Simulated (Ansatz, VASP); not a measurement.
**Al2Cu: VASP beside Ansatz**

INCAR

```
SYSTEM = Al2Cu
PREC = Accurate ; ENCUT = 520
EDIFF = 1E-6 ; ISMEAR = 0
SIGMA = 0.15 ; LREAL = .FALSE.
LASPH = .TRUE. ; NELM = 60
ALGO = Fast ; ISIF = 2
LWAVE = .FALSE. ; LCHARG = .TRUE.
GGA = PE ; LELF = .TRUE.
LVHAR = .TRUE. ; NBANDS = 16
```

Contents of KPOINTS:

```
Automatic mesh
0
G
  10 10 14
  0 0 0
```

Contents of POSCAR:

```
Al2Cu
1.0
    4.2173000000      0.0000000000      0.0000000000
    0.0000000000      4.2173000000      0.0000000000
    0.0000000000      0.0000000000      2.8847334069
Al Cu
2 1
Direct
    0.5000000000      0.0000000000      0.5000000000
    0.0000000000      0.5000000000      0.5000000000
    0.0000000000      0.0000000000      0.0000000000
```

Input for Ansatz:

```yaml
crystal:
  lattice:
    - [4.2173, 0.0, 0.0]
    - [0.0, 4.2173, 0.0]
    - [0.0, 0.0, 2.8847334069]
  atoms:
    - { symbol: Al, position: [0.5, 0.0, 0.5] }
    - { symbol: Al, position: [0.0, 0.5, 0.5] }
    - { symbol: Cu, position: [0.0, 0.0, 0.0] }
basis:
  ecutwfc: 520.0
kpoints:
  mp_grid: { grid: [10, 10, 14] }
hamiltonian:
  xc: pbe
  pseudopotentials: { kind: paw, azcp: { folder: soft_1 } }
scf:
  occupations: { method: gaussian, width: 0.15 }
output:
  forces: true
  stress: true
  eigenvalues: true
```

Alike in both runs: task single point; functional PBE; k mesh 10 × 10 × 14; occupations gaussian, width 0.15 eV; no spin polarisation.

|  | VASP | Ansatz |
| --- | --- | --- |
| version | VASP 6.6.1 | Ansatz 0.2.0 |
| potentials or method | VASP PAW PBE potentials, release 64 (Al, Cu), cutoff 520 eV | scalar-relativistic, plane waves, PAW |
| valence electrons in the cell | 17 | 25 |

```csv
,VASP,Ansatz,Ansatz less VASP
gap on the k mesh at the Fermi level (eV),none,none,-
pressure (GPa),-3.6,-3.6,+0.01
"traceless stress, the component that is largest in VASP (GPa)",0.62,0.65,+0.036
```

A gap of «none» marks a metal or a gap that the smearing closes. VASP's potentials hold 17 valence electrons a cell and Ansatz's 25, so a difference there can come from the potentials and not from the codes.
